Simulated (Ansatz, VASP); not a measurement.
AlAs in VASP and in Ansatz

Contents of INCAR:

```
SYSTEM = AlAs
  PREC = Accurate
  ENCUT = 500
  EDIFF = 1E-6
  ISMEAR = 0
  SIGMA = 0.05
  LREAL = .False.
  LASPH = .True.
  NELM = 120
  ALGO = Normal
  ISIF = 2
  LWAVE = .False.
  LCHARG = .False.
  GGA = RP
  IVDW = 13
  NBANDS = 11
  GGA_COMPAT = .False.
```

File KPOINTS:

```
Automatic mesh
0
Gamma
  8 8 8
  0 0 0
```

File POSCAR:

```
AlAs
1.0
    0.0000000000      2.8354910377      2.8354910377
    2.8354910377      0.0000000000      2.8354910377
    2.8354910377      2.8354910377      0.0000000000
Al As
1 1
Direct
    0.0000000000      0.0000000000      0.0000000000
    0.7500000000      0.7500000000      0.7500000000
```

Input for Ansatz:

```yaml
crystal:
  lattice:
    - [0.0, 2.8354910377, 2.8354910377]
    - [2.8354910377, 0.0, 2.8354910377]
    - [2.8354910377, 2.8354910377, 0.0]
  atoms:
    - { symbol: Al, position: [0.0, 0.0, 0.0] }
    - { symbol: As, position: [0.75, 0.75, 0.75] }
basis:
  ecutwfc: 420
  ecutrho_ratio: 4
kpoints:
  mp_grid: { grid: [8, 8, 8] }
hamiltonian:
  xc: rpbe
  dispersion: d4
scf:
  occupations: { method: gaussian, width: 0.05 }
output:
  forces: true
  stress: true
  eigenvalues: true
```

Alike in both runs: task single point; functional RPBE; dispersion D4; k mesh 8 × 8 × 8; occupations gaussian, width 0.05 eV; no spin polarisation.

```csv
,VASP,Ansatz
version,VASP 6.6.1,Ansatz 0.2.0
potentials or method,"VASP PAW PBE potentials, release 64 (Al, As), cutoff 500 eV","scalar-relativistic, plane waves, PAW"
valence electrons in the cell,8,18
```

|  | VASP | Ansatz | Ansatz less VASP |
| --- | --- | --- | --- |
| gap on the k mesh at the Fermi level (eV) | 1.52 | 1.53 | +0.008 |
| least direct gap on the mesh (eV) | 2.15 | 2.14 | -0.007 |
| pressure (GPa) | -1.4 | -1.4 | -0.07 |

VASP's potentials were made for PBE, not for RPBE. VASP's potentials hold 8 valence electrons a cell and Ansatz's 18, so a difference there can come from the potentials and not from the codes.
